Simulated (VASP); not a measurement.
# MnAs (P6_3/mmc) in VASP: single point with HSE06

Aim: the single point of MnAs with HSE06.

Everything below comes from runs of VASP 6.6.1. Logs are shortened: lines on timing, memory, paths and dates and some standing lists are left out, and cuts for length are marked.

## (1) The cell of the first run

Symmetry: P6_3/mmc, No. 194, hexagonal system. The conventional cell has a = 3.710 Å, b = 3.710 Å, c = 5.691 Å, α = 90.00°, β = 90.00°, γ = 120.00°. As (site symmetry -6m2) has 6 Mn at 2.57 Å within 3.4 Å. Mn (site symmetry -3m) has 6 As at 2.57 Å and 2 Mn at 2.85 Å within 3.4 Å.

## (2) Single point, HSE06, collinear spin, ferromagnetic start

POSCAR

```
MnAs
1.0
    3.7100000000      0.0000000000      0.0000000000
   -1.8550000000      3.2129542480      0.0000000000
    0.0000000000      0.0000000000      5.6910000000
As Mn
2 2
Direct
    0.6666666667      0.3333333333      0.7500000000
    0.3333333333      0.6666666667      0.2500000000
    0.0000000000      0.0000000000      0.5000000000
    0.0000000000      0.0000000000      0.0000000000
```

INCAR.step1

```
PREC = Accurate
ENCUT = 520
EDIFF = 1E-5
ISMEAR = -1
SIGMA = 0.05
LREAL = F
LASPH = T
NELM = 150
ALGO = Normal
ISIF = 2
LWAVE = T
LCHARG = F
ISPIN = 2
MAGMOM = 0 0 4 4
LORBIT = 11
LMAXMIX = 4
GGA = PE
NBANDS = 30
KPAR = 2
```

INCAR.step2

```
PREC = Accurate
ENCUT = 520
EDIFF = 1E-7
ISMEAR = -1
SIGMA = 0.05
LREAL = F
LASPH = T
NELM = 150
ALGO = Normal
ISIF = 2
LWAVE = F
LCHARG = F
ISPIN = 2
MAGMOM = 0 0 4 4
LORBIT = 11
LMAXMIX = 4
GGA = PE
LHFCALC = T
HFSCREEN = 0.2079
PRECFOCK = Normal
ISTART = 1
NBANDS = 30
KPAR = 2
```

KPOINTS

```
Automatic mesh
0
Gamma
  4 4 3
```

Potentials or basis: VASP PAW PBE potentials, release 64 (As, Mn_pv).

The run is started by

```console
> cat potpaw_PBE.64/As/POTCAR potpaw_PBE.64/Mn_pv/POTCAR > POTCAR
> cp INCAR.step1 INCAR
> mpirun -np 2 vasp_std > vasp.out
> cp INCAR.step2 INCAR
> mpirun -np 2 vasp_std > vasp.out
```

OUTCAR:

```text
PREC = Accurate
   ENCUT = 520
   EDIFF = 1E-7
   ISMEAR = -1
   LREAL = F
   LASPH = T
   NELM = 150
   ISIF = 2
   ISPIN = 2
   LORBIT = 11
   GGA = PE
   LHFCALC = T
   HFSCREEN = 0.2079
   PRECFOCK = Normal
   ISTART = 1

 ion  position               nearest neighbor table
   1  0.667  0.333  0.750-   3 2.57   4 2.57   3 2.57   4 2.57   3 2.57   4 2.57
   2  0.333  0.667  0.250-   3 2.57   4 2.57   3 2.57   4 2.57   3 2.57   4 2.57
   3  0.000  0.000  0.500-   1 2.57   2 2.57   2 2.57   1 2.57   1 2.57   2 2.57   4 2.85   4 2.85

   4  0.000  0.000  0.000-   1 2.57   2 2.57   2 2.57   1 2.57   1 2.57   2 2.57   3 2.85   3 2.85

  LATTYP: Found a hexagonal cell.
 ALAT       =     3.7100000000
 C/A-ratio  =     1.5339622642

  Lattice vectors:

 A1 = (   3.7100000000,   0.0000000000,   0.0000000000)
 A2 = (  -1.8550000000,   3.2129542480,   0.0000000000)
 A3 = (   0.0000000000,   0.0000000000,   5.6910000000)

Analysis of symmetry for initial positions (statically):
=====================================================================
 Subroutine PRICEL returns:
 Original cell was already a primitive cell.

 Routine SETGRP: Setting up the symmetry group for a
 hexagonal supercell.

 Subroutine GETGRP returns: Found 24 space group operations
 (whereof 12 operations were pure point group operations)
 out of a pool of 24 trial point group operations.

The static configuration has the point symmetry D_3d.
 The point group associated with its full space group is D_6h.

Analysis of symmetry for dynamics (positions and initial velocities):
=====================================================================
 Subroutine PRICEL returns:
 Original cell was already a primitive cell.

 Routine SETGRP: Setting up the symmetry group for a
 hexagonal supercell.

 Subroutine GETGRP returns: Found 24 space group operations
 (whereof 12 operations were pure point group operations)
 out of a pool of 24 trial point group operations.

The dynamic configuration has the point symmetry D_3d.
 The point group associated with its full space group is D_6h.

Analysis of structural, dynamic, and magnetic symmetry:
=====================================================================
 Subroutine PRICEL returns:
 Original cell was already a primitive cell.

 Routine SETGRP: Setting up the symmetry group for a
 hexagonal supercell.

 Subroutine GETGRP returns: Found 24 space group operations
 (whereof 12 operations were pure point group operations)
 out of a pool of 24 trial point group operations.

The overall configuration has the point symmetry D_3d.
 The point group associated with its full space group is D_6h.

 Subroutine INISYM returns: Found 24 space group operations
 (whereof 12 operations are pure point group operations),
 and found     1 'primitive' translations

----------------------------------------------------------------------------------------

                                     Primitive cell

  volume of cell :      67.8371

  direct lattice vectors                    reciprocal lattice vectors
     3.710000000  0.000000000  0.000000000     0.269541779  0.155620019  0.000000000
    -1.855000000  3.212954248  0.000000000     0.000000000  0.311240037  0.000000000
     0.000000000  0.000000000  5.691000000     0.000000000  0.000000000  0.175716043

  length of vectors
     3.710000000  3.710000000  5.691000000     0.311240037  0.311240037  0.175716043

  position of ions in fractional coordinates (direct lattice)
     0.666666667  0.333333333  0.750000000
     0.333333333  0.666666667  0.250000000
     0.000000000  0.000000000  0.500000000
     0.000000000  0.000000000  0.000000000

  ion indices of the primitive-cell ions
   primitive index   ion index
                 1           1
                 2           2
                 3           3
                 4           4

----------------------------------------------------------------------------------------

[... 29 lines left out ...]
  0.250000  0.250000  0.000000      6.000000
  0.000000  0.000000  0.333333      2.000000
  0.250000  0.000000  0.333333     12.000000
  0.500000  0.000000  0.333333      6.000000
  0.250000  0.250000  0.333333     12.000000
   k-points           NKPTS =      8   k-points in BZ     NKDIM =     48   number of bands    NBANDS=     30
   number of dos      NEDOS =    301   number of ions     NIONS =      4
   total plane-waves  NPLWV =  32928
   dimension x,y,z NGX =    28 NGY =   28 NGZ =   42
   dimension x,y,z NGXF=    56 NGYF=   56 NGZF=   84
   ions per type =               2   2
   NGX,Y,Z   is equivalent  to a cutoff of  12.55, 12.55, 12.27 a.u.
   NGXF,Y,Z  is equivalent  to a cutoff of  25.09, 25.09, 24.54 a.u.
 SYSTEM =  unknown system
   PREC   = accura    normal or accurate (medium, high low for compatibility)
   ISTART =      1    job   : 0-new  1-cont  2-samecut
   ICHARG =      0    charge: 1-file 2-atom 10-const
   ISPIN  =      2    spin polarized calculation?
   LNONCOLLINEAR =      F non collinear calculations
   LSORBIT =      F    spin-orbit coupling
   LASPH  =      T    aspherical Exc in radial PAW
   ENCUT  =  520.0 eV  38.22 Ry    6.18 a.u.   6.90  6.90 10.58*2*pi/ulx,y,z
   NELM   =    150;   NELMIN=  2; NELMDL=  0     # of ELM steps
   EDIFF  = 0.1E-06   stopping-criterion for ELM
   LREAL  =      F    real-space projection
   EDIFFG = 0.1E-05   stopping-criterion for IOM
   NSW    =      0    number of steps for IOM
   IBRION =     -1    ionic relax: 0-MD 1-quasi-New 2-CG
   NFREE  =      0    steps in history (QN), initial steepest desc. (CG)
   ISIF   =      2    stress and relaxation
   ISYM   =      3    0-nonsym 1-usesym 2-fastsym
   POTIM  = 0.5000    time-step for ionic-motion
   TEBEG  =    0.0;   TEEND  =   0.0 temperature during run
   PSTRESS=    0.0 pullay stress
   NELECT =      36.0000    total number of electrons
   NUPDOWN=      -1.0000    fix difference up-down
   EMIN   =  10.00;   EMAX   =-10.00  energy-range for DOS
   EFERMI =   0.00;   METHOD = LEGACY
   ISMEAR =    -1;   SIGMA  =   0.05  broadening in eV -4-tet -1-fermi 0-gaus
   EFERMI_NEDOS =   21; number of points for ismear=-14 and -15
   IALGO  =     38    algorithm
   IMIX   =      1    mixing-type and parameters
     AMIX     =   0.40;   BMIX     =  1.00
     AMIX_MAG =   1.60;   BMIX_MAG =  1.00
  volume/ion in A,a.u.               =      16.96       114.45
  Fermi-wavevector in a.u.,A,eV,Ry     =   1.325419  2.504679 23.901852  1.756737
  Thomas-Fermi vector in A             =   2.454882
   LORBIT       =     11    0 simple, 1 ext, 2 COOP (PROOUT), +10 PAW based schemes
   GGA     = PE    functional components
   LHFCALC =     T    Hartree Fock is set to
   PRECFOCK=normal    Normal, Fast or Accurate (Low or Medium for compatibility)
   ENCUT4O =  -1.0   cutoff for four orbital integrals eV
   NKREDX  =     1    reduce k-point grid by
   NKREDY  =     1    reduce k-point grid by
   NKREDZ  =     1    reduce k-point grid by
   AEXX    =    0.2500 exact exchange contribution
   HFSCREEN=    0.2079 screening length (either q_TF or 0.3 A-1)
   HFSCREENC=   0.2079 screening length for correlation (either q_TF or 0.3 A-1)
   ENCUTFOCK=  -1.0 apply spherical cutoff to Coloumb kernel
   IVDW    =     0    specifies the selected vdW correction
   LEPSILON=     F    determine dielectric tensor
   LRPA    =     F    only Hartree local field effects (RPA)
 spin polarized calculation
  energy-cutoff  :      520.00
  volume of cell :       67.84
 maximum number of plane-waves:      1844
 NGX is ok and might be reduce to    28
  NGX = 24; NGY = 24; NGZ = 32

 number of electron      35.9999985 magnetization       7.9597303

 Free energy of the ion-electron system (eV)
  ---------------------------------------------------
  ext. energy  EPLUGINS =         0.00000000
  ---------------------------------------------------
  free energy    TOTEN  =       -38.70117385 eV

  energy without entropy =      -38.69761136  energy(sigma->0) =      -38.69939261

 E-fermi :   6.9860     XC(G=0):  -9.1769

 val. band max:        6.6791249446   @ k =   0.2500   0.0000   0.3333
 cond. band min:       7.0296887235   @ k =   0.0000   0.0000   0.0000
 fundamental gap:      0.3505637789
 Fermi energy:         6.9860107989

 spin component 1

 k-point     1 :       0.0000    0.0000    0.0000
  band No.  band energies     occupation
      1     -48.3457      1.00000
      2     -48.3215      1.00000
      3     -48.3215      1.00000
      4     -48.3112      1.00000
      5     -48.3112      1.00000
      6     -48.2428      1.00000
[... 253 lines left out ...]
     29      15.8308      0.00000
     30      16.3189      0.00000
 Fermi energy:         6.9860107989

 spin component 2

 k-point     1 :       0.0000    0.0000    0.0000
  band No.  band energies     occupation
      1     -42.3561      1.00000
      2     -42.3067      1.00000
      3     -42.3067      1.00000
      4     -42.2914      1.00000
      5     -42.2914      1.00000
      6     -42.2255      1.00000
[... 253 lines left out ...]
     29      16.6359      0.00000
     30      17.2795      0.00000

------------------------ aborting loop because EDIFF is reached ----------------------------------------

  FORCE on cell =-STRESS in cart. coord.  units (eV):
  Direction    XX          YY          ZZ          XY          YZ          ZX
  --------------------------------------------------------------------------------------
  -------------------------------------------------------------------------------------
  Total        3.8674142      3.8674142      3.9248981      0.0000000      0.0000000      0.0000000
  in kB       91.3406793     91.3406793     92.6983348      0.0000000      0.0000000      0.0000000
  external PRESSURE =      91.7932312 kB  Pullay stress =       0.0000000 kB

 VOLUME and BASIS-vectors are now :
 -----------------------------------------------------------------------------
  energy-cutoff  :      520.00
  volume of cell :       67.84
      direct lattice vectors                 reciprocal lattice vectors
     3.710000000  0.000000000  0.000000000     0.269541779  0.155620019  0.000000000
    -1.855000000  3.212954248  0.000000000     0.000000000  0.311240037  0.000000000
     0.000000000  0.000000000  5.691000000     0.000000000  0.000000000  0.175716043

 POSITION                                       TOTAL-FORCE (eV/Angst)
 -----------------------------------------------------------------------------------
      1.85500      1.07098      4.26825        -0.000000     -0.000000      0.000000
     -0.00000      2.14197      1.42275         0.000000     -0.000000     -0.000000
      0.00000      0.00000      2.84550         0.000000      0.000000      0.000000
      0.00000      0.00000      0.00000         0.000000      0.000000      0.000000
 -----------------------------------------------------------------------------------
    total drift:                                0.000003      0.000001     -0.000000

  FREE ENERGIE OF THE ION-ELECTRON SYSTEM (eV)
  ---------------------------------------------------
  free  energy   TOTEN  =       -38.7011738540 eV

  energy  without entropy=      -38.6976113632  energy(sigma->0) =      -38.69939261

 total charge

# of ion       s       p       d       tot
------------------------------------------
    1        1.264   1.600   0.039   2.903
    2        1.264   1.600   0.039   2.903
    3        0.291   6.270   4.943  11.504
    4        0.291   6.270   4.943  11.504
--------------------------------------------------
tot          3.111  15.739   9.964  28.814

 magnetization (x)

# of ion       s       p       d       tot
------------------------------------------
    1        0.028  -0.232   0.011  -0.193
    2        0.028  -0.232   0.011  -0.193
    3        0.043   0.039   4.015   4.097
    4        0.043   0.039   4.015   4.097
--------------------------------------------------
tot          0.141  -0.386   8.052   7.807
```

Run time: 32 min. Hardware: 2 MPI ranks of Intel Xeon 6975P-C (Granite Rapids), shared host; peak memory 0.33 GiB.

Results:

```
Free energy                                           : -38.7012 eV
Pressure                                              : 9.2 GPa
Net moment                                            : 7.96 μB per cell
Site moments                                          : As -0.19; Mn +4.10 μB
Valence electrons inside the program's atomic spheres : As 2.90; Mn 11.50
```

Caveat: the k points lie up to 0.49 Å⁻¹ apart; the PAW data sets were made with another functional, which shifts forces and pressure a little; the run started ferromagnetic, and an antiferromagnetic order may lie lower in energy.
